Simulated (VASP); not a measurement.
Write the native input for VASP 6.6.1 that does the following.

```
Task                   : single point
Functional             : PBEsol
Potentials or basis    : VASP PAW PBE potentials, release 64 (Ga_d, N)
Cutoff                 : 520 eV
k mesh                 : 8 × 8 × 8
Occupations            : gaussian, width 0.01 eV
Spin                   : non-collinear spin, zero start, spin-orbit coupling
Starting moments       : [[0.0, 0.0, 0.0], [0.0, 0.0, 0.0]] μB
Dipole correction      : no
Further INCAR settings : ALGO = Normal; EDIFF = 1e-07; NBANDS = 30
```

The structure of GaN lies in POSCAR:

```
GaN
1.0
    0.0000000000      2.2491336651      2.2491336651
    2.2491336651      0.0000000000      2.2491336651
    2.2491336651      2.2491336651      0.0000000000
Ga N
1 1
Direct
    0.0022230782      0.0022230782      0.0022230782
    0.2500000000      0.2500000000      0.2500000000
```

This cell differs from its parent crystal: atom 1 moved by [0.01, 0.01, 0.01] A.

The input as run:

INCAR

```
SYSTEM = GaN
PREC = Accurate ; ENCUT = 520
EDIFF = 1E-7 ; ISMEAR = 0
SIGMA = 0.01 ; LREAL = .FALSE.
LASPH = .TRUE. ; NELM = 150
ALGO = Normal ; ISIF = 2
LWAVE = .FALSE. ; LCHARG = .FALSE.
LNONCOLLINEAR = .TRUE. ; MAGMOM = 0 0 0 0 0 0
LORBIT = 11 ; LSORBIT = .TRUE.
GGA_COMPAT = .FALSE. ; LORBMOM = .TRUE.
GGA = PS ; NBANDS = 30
```

KPOINTS

```
regular mesh
0
G
  8 8 8
  0 0 0
```

Potentials or basis: VASP PAW PBE potentials, release 64 (Ga_d, N).

Command:

```bash
$ cat potpaw_PBE.64/Ga_d/POTCAR potpaw_PBE.64/N/POTCAR > POTCAR
$ mpirun -np 1 vasp_ncl > vasp.out
```

It gave:

* Pressure: -0.2 GPa
* Largest force: 0.221 eV/Å
* Net moment: 0.00 μB per cell
* Valence electrons inside the program's atomic spheres: Ga 11.89; N 3.73

Caveat: the cell differs from its parent crystal (atom 1 moved by [0.01, 0.01, 0.01] A); the PAW data sets were made with another functional, which shifts forces and pressure a little.

Wall time 69 s on 1 thread of Intel(R) Xeon(R) 6975P-C (Granite Rapids), on a shared host, peak memory 0.27 GiB.
